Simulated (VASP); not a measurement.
# Si (I4_1/amd) in VASP: notebook

Runs on Si. Level: LDA. Tasks: single point.

Program: VASP 6.6.1. These are calculated values, not measurements. Logs are shortened: lines on timing, memory, paths and dates and some standing lists are left out, and cuts for length are marked.

## 1. The cell of the first run

The structure is tetragonal, space group I4_1/amd (No. 141). The conventional cell has a = 4.672 Å, b = 4.672 Å, c = 2.698 Å, α = 90.00°, β = 90.00°, γ = 90.00°. Within 3.2 Å of Si (site symmetry -4m2) lie 10 Si at 2.43 to 3.09 Å.

## 2. Single point, LDA (strain -0.015 along x and y, +0.015 along z)

INCAR reads:

```
SYSTEM = Si
  ALGO = Normal
  EDIFF = 1E-6
  ENCUT = 520
  ISIF = 2
  ISMEAR = 0
  LASPH = .True.
  LCHARG = .False.
  LREAL = .False.
  LWAVE = .False.
  NBANDS = 11
  NELM = 80
  PREC = Accurate
  SIGMA = 0.15
```

KPOINTS reads:

```
k-points
0
Gamma
  20 20 20
  0 0 0
```

POSCAR reads:

```
Si
1.0
   -2.3358017199      2.3358017199      1.3492043707
    2.3358017199     -2.3358017199      1.3492043707
    2.3358017199      2.3358017199     -1.3492043707
Si
2
Direct
    0.2500000000      0.7500000000      0.5000000000
    0.5000000000      0.5000000000      0.0000000000
```

Potentials or basis: VASP PAW LDA potentials, release 64 (Si).

The run is started by

```
cat potpaw_LDA.64/Si/POTCAR > POTCAR
mpirun -np 1 vasp_std > vasp.out
```

OUTCAR:

```text
SYSTEM = Si
   EDIFF = 1E-6
   ENCUT = 520
   ISIF = 2
   ISMEAR = 0
   LASPH = .True.
   LREAL = .False.
   NELM = 80
   PREC = Accurate

 ion  position               nearest neighbor table
   1  0.250  0.750  0.500-   2 2.43   2 2.43   2 2.43   2 2.43   2 3.09   2 3.09   2 3.09   2 3.09

   2  0.500  0.500  0.000-   1 2.43   1 2.43   1 2.43   1 2.43   1 3.09   1 3.09   1 3.09   1 3.09

  LATTYP: Found a body centered tetragonal cell.
 ALAT       =     4.6716034398
 C/A-ratio  =     0.5776193926

  Lattice vectors:

 A1 = (  -2.3358017199,   2.3358017199,   1.3492043707)
 A2 = (   2.3358017199,  -2.3358017199,   1.3492043707)
 A3 = (   2.3358017199,   2.3358017199,  -1.3492043707)

Analysis of symmetry for initial positions (statically):
=====================================================================
 Subroutine PRICEL returns:
 Original cell was already a primitive cell.

 Routine SETGRP: Setting up the symmetry group for a
 body centered tetragonal supercell.

 Subroutine GETGRP returns: Found 16 space group operations
 (whereof  8 operations were pure point group operations)
 out of a pool of 16 trial point group operations.

The static configuration has the point symmetry D_2d.
 The point group associated with its full space group is D_4h.

Analysis of symmetry for dynamics (positions and initial velocities):
=====================================================================
 Subroutine PRICEL returns:
 Original cell was already a primitive cell.

 Routine SETGRP: Setting up the symmetry group for a
 body centered tetragonal supercell.

 Subroutine GETGRP returns: Found 16 space group operations
 (whereof  8 operations were pure point group operations)
 out of a pool of 16 trial point group operations.

The dynamic configuration has the point symmetry D_2d.
 The point group associated with its full space group is D_4h.

 Subroutine INISYM returns: Found 16 space group operations
 (whereof  8 operations are pure point group operations),
 and found     1 'primitive' translations

----------------------------------------------------------------------------------------

                                     Primitive cell

  volume of cell :      29.4449

  direct lattice vectors                    reciprocal lattice vectors
    -2.335801720  2.335801720  1.349204371     0.000000000  0.214059265  0.370588779
     2.335801720 -2.335801720  1.349204371     0.214059265  0.000000000  0.370588779
     2.335801720  2.335801720 -1.349204371     0.214059265  0.214059265  0.000000000

  length of vectors
[... 92 lines left out ...]
   PSTRESS=    0.0 pullay stress
   NELECT =       8.0000    total number of electrons
   NUPDOWN=      -1.0000    fix difference up-down
   EMIN   =  10.00;   EMAX   =-10.00  energy-range for DOS
   EFERMI =   0.00;   METHOD = LEGACY
   ISMEAR =     0;   SIGMA  =   0.15  broadening in eV -4-tet -1-fermi 0-gaus
   EFERMI_NEDOS =   21; number of points for ismear=-14 and -15
   IALGO  =     38    algorithm
   IMIX   =      4    mixing-type and parameters
     AMIX     =   0.40;   BMIX     =  1.00
     AMIX_MAG =   1.60;   BMIX_MAG =  1.00
  volume/ion in A,a.u.               =      14.72        99.35
  Fermi-wavevector in a.u.,A,eV,Ry     =   1.060315  2.003705 15.296595  1.124268
  Thomas-Fermi vector in A             =   2.195692
   LORBIT       =      0    0 simple, 1 ext, 2 COOP (PROOUT), +10 PAW based schemes
   GGA     = CA    functional components
   LHFCALC =     F    Hartree Fock is set to
   AEXX    =    0.0000 exact exchange contribution
   IVDW    =     0    specifies the selected vdW correction
   LEPSILON=     F    determine dielectric tensor
   LRPA    =     F    only Hartree local field effects (RPA)
 non-spin polarized calculation
 Gauss-broadening in eV      SIGMA  =   0.15
  energy-cutoff  :      520.00
  volume of cell :       29.44
 maximum number of plane-waves:       817
   NGX = 13   NGY = 13   NGZ = 13

 number of electron       8.0000001 magnetization

 Free energy of the ion-electron system (eV)
  ---------------------------------------------------
  ext. energy  EPLUGINS =         0.00000000
  ---------------------------------------------------
  free energy    TOTEN  =       -11.48989251 eV

  energy without entropy =      -11.48251447  energy(sigma->0) =      -11.48620349

 E-fermi :   9.5780     XC(G=0): -11.1244

 val. band max:        9.5704294159   @ k =  -0.2000   0.5000   0.1000
 cond. band min:       9.5798172725   @ k =  -0.2000  -0.2500   0.0500
 fundamental gap:      0.0093878567
 Fermi energy:         9.5780375308

 k-point     1 :       0.0000    0.0000    0.0000
  band No.  band energies     occupation
      1      -4.4380      2.00000
      2       7.2668      2.00000
      3       7.2668      2.00000
      4       8.2780      2.00000
      5      11.1872      0.00000
      6      16.8324      0.00000
      7      18.0948      0.00000
      8      18.8415      0.00000
      9      18.8415      0.00000
     10      19.9263      0.00000
     11      20.3074      0.00000
[... 309 lines left out ...]
 k-point    24 :      -0.3500    0.0500    0.0000
  band No.  band energies     occupation
      1      -1.8679      2.00000
      2       5.4318      2.00000
      3       6.8712      2.00000
      4       7.8591      2.00000
      5      11.0327      0.00000
      6      13.1101      0.00000
      7      14.2707      0.00000
      8      14.8101      0.00000
      9      16.8877      0.00000
     10      17.3699      0.00000
     11      22.0903      0.00000

 [... further k-points ...]

------------------------ aborting loop because EDIFF is reached ----------------------------------------

  FORCE on cell =-STRESS in cart. coord.  units (eV):
  Direction    XX          YY          ZZ          XY          YZ          ZX
  --------------------------------------------------------------------------------------
  -------------------------------------------------------------------------------------
  Total        0.6255656      0.6255656     -0.3475785      0.0000000     -0.0000000      0.0000000
  in kB       34.0387610     34.0387610    -18.9127141      0.0000000     -0.0000000      0.0000000
  external PRESSURE =      16.3882693 kB  Pullay stress =       0.0000000 kB

 VOLUME and BASIS-vectors are now :
 -----------------------------------------------------------------------------
  energy-cutoff  :      520.00
  volume of cell :       29.44
      direct lattice vectors                 reciprocal lattice vectors
    -2.335801720  2.335801720  1.349204371     0.000000000  0.214059265  0.370588779
     2.335801720 -2.335801720  1.349204371     0.214059265  0.000000000  0.370588779
     2.335801720  2.335801720 -1.349204371     0.214059265  0.214059265  0.000000000

 POSITION                                       TOTAL-FORCE (eV/Angst)
 -----------------------------------------------------------------------------------
      2.33580      0.00000      0.67460         0.000000     -0.000000      0.000000
      0.00000      0.00000      1.34920        -0.000000      0.000000     -0.000000
 -----------------------------------------------------------------------------------
    total drift:                                0.000000      0.000000      0.000000

  FREE ENERGIE OF THE ION-ELECTRON SYSTEM (eV)
  ---------------------------------------------------
  free  energy   TOTEN  =       -11.4898925082 eV

  energy  without entropy=      -11.4825144729  energy(sigma->0) =      -11.48620349
```

stdout:

```text
POSCAR found type information on POSCAR Si
 POSCAR found :  1 types and       2 ions
 scaLAPACK will be used
 LDA part: xc-table for (Slater(with rela. corr.)+CA(PZ))
 , standard interpolation
 POSCAR, INCAR and KPOINTS ok, starting setup
 FFT: planning ... GRIDC
 FFT: planning ... GRID_SOFT
 FFT: planning ... GRID
 WAVECAR not read
 entering main loop
```

Wall time 83 s (1 thread of AMD EPYC 9R45 (Zen 5), shared host); peak memory 0.23 GiB.

Results:

| Item | Value |
| --- | --- |
| Free energy | -11.4899 eV |
| Pressure | 1.6 GPa |
| Band gap on the k mesh | zero (bands 4 and 5 overlap by 7.12 eV) |

Caveat: the cell differs from its parent crystal (strain -0.015 along x and y, +0.015 along z); the stress differs along the axes, from -2 to 3 GPa.

## 3. Single point, LDA (strain -0.015 along x and y, +0.030 along z)

INCAR reads:

```
PREC = Accurate
ENCUT = 520
EDIFF = 1E-7
ISMEAR = 0
SIGMA = 0.15
LREAL = F
LASPH = T
NELM = 80
ALGO = Normal
ISIF = 2
LWAVE = F
LCHARG = F
NBANDS = 11
```

KPOINTS reads:

```
Automatic mesh
0
Gamma
  20 20 20
```

POSCAR reads:

```
Si
1.0
   -2.3358017199      2.3358017199      1.3691433516
    2.3358017199     -2.3358017199      1.3691433516
    2.3358017199      2.3358017199     -1.3691433516
Si
2
Direct
    0.2500000000      0.7500000000      0.5000000000
    0.5000000000      0.5000000000      0.0000000000
```

Potentials or basis: VASP PAW LDA potentials, release 64 (Si).

The run is started by

```
cat potpaw_LDA.64/Si/POTCAR > POTCAR
mpirun -np 1 vasp_std > vasp.out
```

It took 92 s on 1 thread of AMD EPYC 9R45 (Zen 5), shared host; peak memory 0.23 GiB.

Results (log left out):

* Free energy: -11.4826 eV
* Pressure: 0.2 GPa
* Band gap on the k mesh: zero (bands 4 and 5 overlap by 7.11 eV)

Stress tensor (GPa, compression positive):
```
 2.08  0.00  0.00
 0.00  2.08  0.00
 0.00  0.00 -3.50
```

Levels at points of the mesh, in eV from the Fermi level:
| k point | band 2 | band 3 | band 4 | band 5 | band 6 | band 7 |
| --- | --- | --- | --- | --- | --- | --- |
| (0.00, 0.00, 0.00) | -2.19 | -2.19 | -1.13 | 1.74 | 7.02 | 8.12 |
| (0.50, 0.00, 0.00) | -7.04 | -2.07 | -1.95 | -1.52 | 1.00 | 4.66 |
| (0.50, 0.50, 0.00) | -10.62 | 0.66 | 0.66 | 3.25 | 3.25 | 7.17 |
| (0.50, 0.50, 0.50) | -7.98 | -6.77 | -6.77 | 4.50 | 4.50 | 13.47 |

Caveat: the cell differs from its parent crystal (strain -0.015 along x and y, +0.030 along z); the stress differs along the axes, from -4 to 2 GPa.

## 4. Single point, LDA (strain +0.015 along x and y, -0.030 along z)

INCAR reads:

```
SYSTEM = Si
PREC     = Accurate       ! precision mode
ENCUT    = 520            ! plane-wave cutoff, eV
EDIFF    = 1E-6           ! SCF threshold, eV
ISMEAR   = 0              ! smearing method
SIGMA    = 0.15           ! smearing width, eV
LREAL    = .False.        ! projectors in reciprocal space
LASPH    = .True.         ! aspherical terms in the spheres
NELM     = 80             ! most SCF steps
ALGO     = Normal         ! electronic algorithm
ISIF     = 2              ! what is computed and relaxed
LWAVE    = .False.        ! write WAVECAR
LCHARG   = .False.        ! write CHGCAR
GGA      = CA             ! functional
NBANDS   = 11             ! bands
```

KPOINTS reads:

```
regular mesh
0
Gamma
  20 20 20
  0 0 0
```

POSCAR reads:

```
Si
1.0
   -2.4069428891      2.4069428891      1.2893874282
    2.4069428891     -2.4069428891      1.2893874282
    2.4069428891      2.4069428891     -1.2893874282
Si
2
Direct
    0.2500000000      0.7500000000      0.5000000000
    0.5000000000      0.5000000000      0.0000000000
```

The run is started by

```
cat potpaw_LDA.64/Si/POTCAR > POTCAR
mpirun -np 1 vasp_std > vasp.out
```

Run time: 79 s. Hardware: 1 thread of AMD EPYC 9R45 (Zen 5), shared host; peak memory 0.24 GiB.

Results (log left out):

- Free energy: -11.5009 eV
- Pressure: -1.0 GPa
- Band gap on the k mesh: zero (bands 4 and 5 overlap by 6.21 eV)

Stress tensor (GPa, compression positive):
```
-1.93  0.00  0.00
 0.00 -1.93  0.00
 0.00  0.00  0.84
```

Levels at points of the mesh, in eV from the Fermi level:
| k point | band 2 | band 3 | band 4 | band 5 | band 6 | band 7 |
| --- | --- | --- | --- | --- | --- | --- |
| (0.00, 0.00, 0.00) | -2.66 | -2.66 | -2.44 | 1.45 | 7.73 | 8.68 |
| (0.50, 0.00, 0.00) | -6.70 | -2.23 | -1.54 | -1.47 | 1.16 | 4.48 |
| (0.50, 0.50, 0.00) | -10.80 | 0.14 | 0.14 | 2.23 | 2.23 | 9.07 |
| (0.50, 0.50, 0.50) | -8.51 | -6.88 | -6.88 | 6.54 | 6.54 | 12.58 |

Caveat: the cell differs from its parent crystal (strain +0.015 along x and y, -0.030 along z).

## 5. Overview

```csv
cell,gap on the mesh (eV),pressure (GPa)
"a = 3.568 Å, angles 98.2, 98.2, 135.6°, 2 atoms",none,1.6
"a = 3.576 Å, angles 98.4, 98.4, 135.0°, 2 atoms",none,0.2
"a = 3.640 Å, angles 97.2, 97.2, 138.5°, 2 atoms",none,-1.0
```

Alike in all rows: task single point; level LDA; potentials or basis VASP PAW LDA potentials, release 64 (Si); no spin polarisation; k mesh 20 × 20 × 20; cutoff (eV) 520; smearing gaussian 0.15 eV.

Caveats: the stress differs along the axes, from -2 to 3 GPa (at least some runs); the stress differs along the axes, from -4 to 2 GPa (at least some runs).

Absolute energies hang on the potentials; compare differences alone.
